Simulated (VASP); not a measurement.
# ZrC (Fm-3m) in VASP: single point with r2SCAN

Aim: the single point of ZrC with r2SCAN.

Everything below comes from runs of VASP 6.6.1. Logs are shortened: lines on timing, memory, paths and dates and some standing lists are left out, and cuts for length are marked.

### Step 1. The cell of the first run

Symmetry: Fm-3m, No. 225, cubic system. The conventional cell has a = 4.730 Å, b = 4.730 Å, c = 4.730 Å, α = 90.00°, β = 90.00°, γ = 90.00°. Zr (site symmetry m-3m) has 6 C at 2.37 Å within 3.1 Å. Within 3.1 Å of C (site symmetry m-3m) lie 6 Zr at 2.37 Å.

### Step 2. Single point, r2SCAN

POSCAR

```
ZrC
1.0
    0.0000000000      2.3650000000      2.3650000000
    2.3650000000      0.0000000000      2.3650000000
    2.3650000000      2.3650000000      0.0000000000
Zr C
1 1
Direct
    0.5000000000      0.5000000000      0.5000000000
    0.0000000000      0.0000000000      0.0000000000
```

INCAR.step1

```
ALGO = Normal
EDIFF = 1E-5
ENCUT = 660
GGA = PE
GGA_COMPAT = F
ISMEAR = -1
LASPH = T
LCHARG = F
LREAL = F
LWAVE = T
NBANDS = 15
NELM = 120
PREC = Accurate
SIGMA = 0.1
```

INCAR.step2

```
ALGO = Normal
EDIFF = 1E-6
ENCUT = 660
GGA_COMPAT = F
ISIF = 2
ISMEAR = -1
ISTART = 1
LASPH = T
LCHARG = T
LELF = T
LMIXTAU = T
LREAL = F
LVHAR = T
LWAVE = F
METAGGA = R2SCAN
NBANDS = 15
NELM = 120
PREC = Accurate
SIGMA = 0.1
```

KPOINTS

```
k-points
0
Gamma
  8 8 8
```

Potentials or basis: VASP PAW PBE potentials, release 64 (Zr_sv, C).

Started as:

```
$ cat potpaw_PBE.64/Zr_sv/POTCAR potpaw_PBE.64/C/POTCAR > POTCAR
$ cp INCAR.step1 INCAR
$ mpirun -np 1 vasp_std > vasp.out
$ cp INCAR.step2 INCAR
$ mpirun -np 1 vasp_std > vasp.out
```

OUTCAR:

```text
EDIFF = 1E-6
   ENCUT = 660
   ISIF = 2
   ISMEAR = -1
   ISTART = 1
   LASPH = T
   LREAL = F
   METAGGA = R2SCAN
   NELM = 120
   PREC = Accurate

 ion  position               nearest neighbor table
   1  0.500  0.500  0.500-   2 2.37   2 2.37   2 2.37   2 2.37   2 2.37   2 2.37
   2  0.000  0.000  0.000-   1 2.37   1 2.37   1 2.37   1 2.37   1 2.37   1 2.37

  LATTYP: Found a face centered cubic cell.
 ALAT       =     4.7300000000

  Lattice vectors:

 A1 = (   0.0000000000,   2.3650000000,   2.3650000000)
 A2 = (   2.3650000000,   0.0000000000,   2.3650000000)
 A3 = (   2.3650000000,   2.3650000000,   0.0000000000)

Analysis of symmetry for initial positions (statically):
=====================================================================
 Subroutine PRICEL returns:
 Original cell was already a primitive cell.

 Routine SETGRP: Setting up the symmetry group for a
 face centered cubic supercell.

 Subroutine GETGRP returns: Found 48 space group operations
 (whereof 48 operations were pure point group operations)
 out of a pool of 48 trial point group operations.

The static configuration has the point symmetry O_h .

Analysis of symmetry for dynamics (positions and initial velocities):
=====================================================================
 Subroutine PRICEL returns:
 Original cell was already a primitive cell.

 Routine SETGRP: Setting up the symmetry group for a
 face centered cubic supercell.

 Subroutine GETGRP returns: Found 48 space group operations
 (whereof 48 operations were pure point group operations)
 out of a pool of 48 trial point group operations.

The dynamic configuration has the point symmetry O_h .

 Subroutine INISYM returns: Found 48 space group operations
 (whereof 48 operations are pure point group operations),
 and found     1 'primitive' translations

----------------------------------------------------------------------------------------

                                     Primitive cell

  volume of cell :      26.4560

  direct lattice vectors                    reciprocal lattice vectors
     0.000000000  2.365000000  2.365000000    -0.211416490  0.211416490  0.211416490
     2.365000000  0.000000000  2.365000000     0.211416490 -0.211416490  0.211416490
     2.365000000  2.365000000  0.000000000     0.211416490  0.211416490 -0.211416490

  length of vectors
     3.344615075  3.344615075  3.344615075     0.366184103  0.366184103  0.366184103

  position of ions in fractional coordinates (direct lattice)
[... 83 lines left out ...]
   IBRION =     -1    ionic relax: 0-MD 1-quasi-New 2-CG
   NFREE  =      0    steps in history (QN), initial steepest desc. (CG)
   ISIF   =      2    stress and relaxation
   ISYM   =      2    0-nonsym 1-usesym 2-fastsym
   POTIM  = 0.5000    time-step for ionic-motion
   TEBEG  =    0.0;   TEEND  =   0.0 temperature during run
   PSTRESS=    0.0 pullay stress
   NELECT =      16.0000    total number of electrons
   NUPDOWN=      -1.0000    fix difference up-down
   EMIN   =  10.00;   EMAX   =-10.00  energy-range for DOS
   EFERMI =   0.00;   METHOD = LEGACY
   ISMEAR =    -1;   SIGMA  =   0.10  broadening in eV -4-tet -1-fermi 0-gaus
   EFERMI_NEDOS =   21; number of points for ismear=-14 and -15
   IALGO  =     38    algorithm
   IMIX   =      4    mixing-type and parameters
     AMIX     =   0.40;   BMIX     =  1.00
     AMIX_MAG =   1.60;   BMIX_MAG =  1.00
  volume/ion in A,a.u.               =      13.23        89.27
  Fermi-wavevector in a.u.,A,eV,Ry     =   1.384439  2.616209 26.077880  1.916670
  Thomas-Fermi vector in A             =   2.508943
   LORBIT       =      0    0 simple, 1 ext, 2 COOP (PROOUT), +10 PAW based schemes
   METAGGA = R2SCAN    functional components
   LHFCALC =     F    Hartree Fock is set to
   AEXX    =    0.0000 exact exchange contribution
   IVDW    =     0    specifies the selected vdW correction
   LEPSILON=     F    determine dielectric tensor
   LRPA    =     F    only Hartree local field effects (RPA)
 non-spin polarized calculation
  energy-cutoff  :      660.00
  volume of cell :       26.46
 maximum number of plane-waves:      1036
   NGX = 13   NGY = 13   NGZ = 13

 number of electron      16.0000000 magnetization

 Free energy of the ion-electron system (eV)
  ---------------------------------------------------
  ext. energy  EPLUGINS =         0.00000000
  ---------------------------------------------------
  free energy    TOTEN  =       -34.72564715 eV

  energy without entropy =      -34.71645583  energy(sigma->0) =      -34.72105149

 E-fermi :   9.3900     XC(G=0): -12.8393

 val. band max:        9.2179318075   @ k =   0.3750   0.3750   0.0000
 cond. band min:       9.3944274750   @ k =   0.1250   0.1250   0.0000
 fundamental gap:      0.1764956675
 Fermi energy:         9.3899961776

 k-point     1 :       0.0000    0.0000    0.0000
  band No.  band energies     occupation
      1     -40.4664      2.00000
      2     -17.4803      2.00000
      3     -17.4803      2.00000
      4     -17.4803      2.00000
      5      -2.5381      2.00000
      6      10.3501      0.00014
      7      10.3501      0.00014
      8      10.3501      0.00014
      9      10.7394      0.00000
     10      10.7394      0.00000
     11      10.7394      0.00000
     12      12.3421      0.00000
     13      12.3421      0.00000
     14      17.1601      0.00000
[... 401 lines left out ...]
      2     -18.1782      2.00000
      3     -17.7645      2.00000
      4     -17.6248      2.00000
      5      -0.1691      2.00000
      6       5.0775      2.00000
      7       6.8017      2.00000
      8       6.9135      2.00000
      9      13.0211      0.00000
     10      13.4740      0.00000
     11      14.9192      0.00000
     12      17.6676      0.00000
     13      18.4443      0.00000
     14      20.0945      0.00000
     15      23.7189      0.00000

 [... further k-points ...]
[... 5 lines left out ...]
  --------------------------------------------------------------------------------------
  -------------------------------------------------------------------------------------
  Total       -0.4237746     -0.4237746     -0.4237746      0.0000000      0.0000000     -0.0000000
  in kB      -25.6638635    -25.6638635    -25.6638635      0.0000000      0.0000000     -0.0000000
  external PRESSURE =     -25.6638635 kB  Pullay stress =       0.0000000 kB

 VOLUME and BASIS-vectors are now :
 -----------------------------------------------------------------------------
  energy-cutoff  :      660.00
  volume of cell :       26.46
      direct lattice vectors                 reciprocal lattice vectors
     0.000000000  2.365000000  2.365000000    -0.211416490  0.211416490  0.211416490
     2.365000000  0.000000000  2.365000000     0.211416490 -0.211416490  0.211416490
     2.365000000  2.365000000  0.000000000     0.211416490  0.211416490 -0.211416490

 POSITION                                       TOTAL-FORCE (eV/Angst)
 -----------------------------------------------------------------------------------
      2.36500      2.36500      2.36500        -0.000000      0.000000     -0.000000
      0.00000      0.00000      0.00000         0.000000     -0.000000      0.000000
 -----------------------------------------------------------------------------------
    total drift:                                0.000000      0.000000      0.000000

  FREE ENERGIE OF THE ION-ELECTRON SYSTEM (eV)
  ---------------------------------------------------
  free  energy   TOTEN  =       -34.7256471517 eV

  energy  without entropy=      -34.7164558251  energy(sigma->0) =      -34.72105149
```

OUTCAR.step1:

```text
EDIFF = 1E-5
   ENCUT = 660
   GGA = PE
   ISMEAR = -1
   LASPH = T
   LREAL = F
[... 650 lines left out ...]
 -----------------------------------------------------------------------------------
      2.36500      2.36500      2.36500         0.000000     -0.000000     -0.000000
      0.00000      0.00000      0.00000         0.000000      0.000000      0.000000
 -----------------------------------------------------------------------------------
    total drift:                                0.000000      0.000000      0.000000

  FREE ENERGIE OF THE ION-ELECTRON SYSTEM (eV)
  ---------------------------------------------------
  free  energy   TOTEN  =       -19.4638582716 eV

  energy  without entropy=      -19.4535360134  energy(sigma->0) =      -19.45869714
```

Run time: 1.8 min. Hardware: 1 thread of AMD EPYC 7R43 (Zen 3), shared host; peak memory 0.14 GiB.

Results:

```
Free energy            : -34.7256 eV
Pressure               : -2.6 GPa
Band gap on the k mesh : zero (bands 8 and 9 overlap by 1.32 eV)
```

Caveat: the PAW data sets were made with another functional, which shifts forces and pressure a little.
